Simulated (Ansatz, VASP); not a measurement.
# ZnSb2Te4: VASP beside Ansatz

Contents of INCAR:

```
ALGO = Normal
EDIFF = 1E-7
ENCUT = 520
GGA = PE
ISIF = 2
ISMEAR = 1
LASPH = True
LCHARG = True
LELF = True
LREAL = False
LVHAR = True
LWAVE = False
NBANDS = 32
NELM = 100
PREC = Accurate
SIGMA = 0.0665
```

File KPOINTS:

```
k-points
0
Gamma
  3 3 3
```

The input POSCAR:

```
ZnSb2Te4
1.0
    0.0000000000      6.2524540000      0.0000000000
    6.2524540000      0.0000000000      0.0000000000
    3.1262270000      3.1262270000     -6.2504110000
Sb Zn Te
2 1 4
Direct
    0.5000000000      0.5000000000      0.0000000000
    0.7500000000      0.2500000000      0.5000000000
    0.0000000000      0.0000000000      0.0000000000
    0.3750000000      0.3750000000      0.7500000000
    0.6250000000      0.1250000000      0.2500000000
    0.8750000000      0.8750000000      0.7500000000
    0.1250000000      0.6250000000      0.2500000000
```

Input for Ansatz:

```yaml
crystal:
  lattice:
    - [0.0, 6.252454, 0.0]
    - [6.252454, 0.0, 0.0]
    - [3.126227, 3.126227, -6.250411]
  atoms:
    - { symbol: Sb, position: [0.5, 0.5, 0.0] }
    - { symbol: Sb, position: [0.75, 0.25, 0.5] }
    - { symbol: Zn, position: [0.0, 0.0, 0.0] }
    - { symbol: Te, position: [0.375, 0.375, 0.75] }
    - { symbol: Te, position: [0.625, 0.125, 0.25] }
    - { symbol: Te, position: [0.875, 0.875, 0.75] }
    - { symbol: Te, position: [0.125, 0.625, 0.25] }
  symmetry: { tolerance: 0.0003 }
kpoints:
  mp_grid: { grid: [3, 3, 3], shift: [0, 0, 0] }
magnetization:
  spin_polarized: false
scf:
  occupations: { method: cold, width: 0.0665 }
hamiltonian:
  pseudopotentials: { kind: paw }
  xc: pbe
basis:
  ecutwfc: 420
output:
  forces: true
  stress: true
  eigenvalues: true
```

Alike in both runs: task single point; functional PBE; k mesh 3 × 3 × 3; no spin polarisation.

|  | VASP | Ansatz |
| --- | --- | --- |
| version | VASP 6.6.1 | Ansatz 0.2.0 |
| potentials or method | VASP PAW PBE potentials, release 64 (Sb, Zn, Te), cutoff 520 eV | PAW plane waves |
| occupations | methfessel-paxton of order 1, width 0.0665 eV | cold, width 0.0665 eV |
| valence electrons in the cell | 46 | 106 |

|  | VASP | Ansatz | Ansatz less VASP |
| --- | --- | --- | --- |
| pressure (GPa) | 10.6 | 10.5 | -0.15 |
| traceless stress, the component that is largest in VASP (GPa) | 1.11 | 1.15 | +0.040 |
| rms of the force components (eV/Å) | 1.081 | 1.058 | -0.0222 |

Atom by atom the forces differ by 0.027 eV/Å (rms over components). VASP's potentials hold 46 valence electrons a cell and Ansatz's 106, so a difference there can come from the potentials and not from the codes.

Spin-orbit coupling is off throughout.
